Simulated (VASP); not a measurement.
Input of a VASP 6.6.1 run:

INCAR

```
SYSTEM = GaN
ALGO = Normal ; EDIFF = 1E-6
ENCUT = 520 ; GGA = CA
ISIF = 2 ; ISMEAR = 0
LASPH = .True. ; LCHARG = .False.
LREAL = .False. ; LWAVE = .False.
NBANDS = 26 ; NELM = 80
PREC = Accurate ; SIGMA = 0.1
```

File KPOINTS:

```
k-points
0
Gamma
  10 10 5
  0 0 0
```

POSCAR

```
GaN
1.0
    3.1800000000      0.0000000000      0.0000000000
   -1.5900000000      2.7539607840      0.0000000000
    0.0000000000      0.0000000000      5.1660000000
Ga N
2 2
Direct
    0.6666666667      0.3333333333      0.5000000000
    0.3333333333      0.6666666667      0.0000000000
    0.6666666667      0.3333333333      0.8750000000
    0.3333333333      0.6666666667      0.3750000000
```

Potentials or basis: VASP PAW LDA potentials, release 64 (Ga_d, N).

Launch:

```console
$ cat potpaw_LDA.64/Ga_d/POTCAR potpaw_LDA.64/N/POTCAR > POTCAR
$ mpirun -np 1 vasp_std > vasp.out
```

Task: What does it give for the pressure?

Result: -3.4 GPa.

Task: Predict the largest force.

Result: 0.128 eV/Å.

Task: What does it give for the band gap on the k mesh?

Result: 1.99 eV.

Stress tensor (GPa, compression positive):
```
-4.10  0.00  0.00
 0.00 -4.10  0.00
 0.00  0.00 -1.91
```

Caveat: the cell stands under tension. A hybrid or GW would open this gap; LDA tends to underestimate it.
